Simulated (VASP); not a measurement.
Set up this calculation in VASP 6.6.1, as the native input.

```
Task                   : single point
Functional             : PBEsol
Potentials or basis    : VASP PAW PBE potentials, release 64 (Y_sv)
Cutoff                 : 500 eV
k mesh                 : 11 × 11 × 11
Occupations            : fermi-dirac, width 0.05 eV
Spin                   : no spin polarisation
Dipole correction      : no
Further INCAR settings : ALGO = Normal; EDIFF = 1e-06; NBANDS = 18
```

The structure of Y lies in POSCAR:

```
Y
1.0
    0.0000000000      3.4151879010      3.4151879010
    3.4151879010      0.0000000000      3.4151879010
    3.4151879010      3.4151879010      0.0000000000
Y
2
Direct
    1.0000000000      1.0000000000      1.0000000000
    0.2500000000      0.2500000000      0.2500000000
```

This isn't the form of Y at room conditions, which is hcp.

The input as run:

INCAR

```
SYSTEM = Y
ALGO     = Normal         ! electronic algorithm
EDIFF    = 1E-6           ! SCF threshold, eV
ENCUT    = 500            ! plane-wave cutoff, eV
GGA      = PS             ! functional
GGA_COMPAT= .FALSE.      
ISIF     = 2              ! what is computed and relaxed
ISMEAR   = -1             ! smearing method
LASPH    = .TRUE.         ! aspherical terms in the spheres
LCHARG   = .TRUE.         ! write CHGCAR
LELF     = .TRUE.         ! ELF
LREAL    = .FALSE.        ! projectors in reciprocal space
LVHAR    = .TRUE.       
LWAVE    = .FALSE.        ! write WAVECAR
NBANDS   = 18             ! bands
NELM     = 120            ! most SCF steps
PREC     = Accurate       ! precision mode
SIGMA    = 0.05           ! smearing width, eV
```

KPOINTS

```
k-points
0
G
  11 11 11
  0 0 0
```

Potentials or basis: VASP PAW PBE potentials, release 64 (Y_sv).

Run with:

```console
$ cat potpaw_PBE.64/Y_sv/POTCAR > POTCAR
$ mpirun -np 1 vasp_std > vasp.out
```

It gave:

| Property | Result |
| --- | --- |
| Pressure | 0.0 GPa |
| Band gap on the k mesh | zero (bands 11 and 12 overlap by 0.71 eV) |

Caveat: the PAW data sets were made with another functional, which shifts forces and pressure a little.

It took 76 s on 1 thread of Intel(R) Xeon(R) Platinum 8488C (Sapphire Rapids), with other jobs on the host, peak memory 0.24 GiB.
